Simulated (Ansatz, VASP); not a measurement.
## Two plane-wave programs on WSe

File INCAR:

```
SYSTEM = WSe
  PREC = Accurate
  ENCUT = 600
  EDIFF = 1E-7
  ISMEAR = 0
  SIGMA = 0.1
  LREAL = .FALSE.
  LASPH = .TRUE.
  NELM = 150
  ALGO = Normal
  ISIF = 3
  LWAVE = .FALSE.
  LCHARG = .FALSE.
  ISPIN = 2
  MAGMOM = 1.05 0
  LORBIT = 11
  LMAXMIX = 4
  LDAU = .TRUE.
  LDAUTYPE = 2
  LDAUL = 2 -1
  LDAUU = 6.2 0
  LDAUJ = 0 0
  LDAUPRINT = 1
  GGA = PE
  IBRION = 2
  NSW = 100
  EDIFFG = -0.05
```

KPOINTS

```
Automatic mesh
0
G
  6 6 6
  0 0 0
```

File POSCAR:

```
WSe
1.0
    0.0000000000      2.6782044124      2.6782044124
    2.6782044124      0.0000000000      2.6782044124
    2.6782044124      2.6782044124      0.0000000000
W Se
1 1
Direct
    0.0000000000      0.0000000000      0.0000000000
    0.2500000000      0.2500000000      0.2500000000
```

Input for Ansatz:

```yaml
crystal:
  lattice:
    - [0.0, 2.6782044124, 2.6782044124]
    - [2.6782044124, 0.0, 2.6782044124]
    - [2.6782044124, 2.6782044124, 0.0]
  atoms:
    - { symbol: W, position: [0.0, 0.0, 0.0], spin: 1.05 }
    - { symbol: Se, position: [0.25, 0.25, 0.25] }
basis:
  ecutwfc: 420
kpoints:
  mp_grid: { grid: [6, 6, 6] }
hamiltonian:
  xc: pbe
  hubbard: { sites: [{ species: W, l: d, u_eff: 6.2 }] }
scf:
  occupations: { method: gaussian, width: 0.1 }
output:
  forces: true
  stress: true
  eigenvalues: true
  populations: true
magnetization:
  spin_polarized: true
relax:
  adjacent_minimum: "off"
  f_tol: 0.05
  max_steps: 80
  cell: { stress_tol: 0.5 }
```

Alike in both runs: task relaxation of cell and atoms; functional PBE; k mesh 6 × 6 × 6; occupations gaussian, width 0.1 eV; collinear spin; Hubbard terms W d U = 6.2 eV.

|  | VASP | Ansatz |
| --- | --- | --- |
| version | VASP 6.6.1 | Ansatz 0.2.0 |
| potentials or method | VASP PAW PBE potentials, release 64 (W_sv, Se), cutoff 600 eV | scalar-relativistic, plane waves, PAW |
| valence electrons in the cell | 20 | 30 |

```csv
,VASP,Ansatz,Ansatz less VASP
"gap on the k mesh at the Fermi level, each at its own relaxed structure (eV)",none,none,-
net moment per atom (μB),2.00,2.00,0.000
size of the moment on the site where the two differ most (μB),3.23,2.96,-0.276
relaxed volume (Å³/atom),29.55,30.36,+0.803
relaxed cell length with the largest relative difference (Å),4.372,4.412,+0.0392
```

Site moments also hang on the region over which each program counts them. The programs project onto different local orbitals, so the same U acts differently, and such runs can settle in different states. A gap of «none» marks a metal or a gap that the smearing closes. VASP's potentials hold 20 valence electrons a cell and Ansatz's 30, so a difference there can come from the potentials and not from the codes. Ansatz's warnings: filled band counts differ across k points.

Neither program's run includes spin-orbit coupling. Noted on VASP's run: the volume moved by over 15 % at a fixed basis, so the end points are rough.
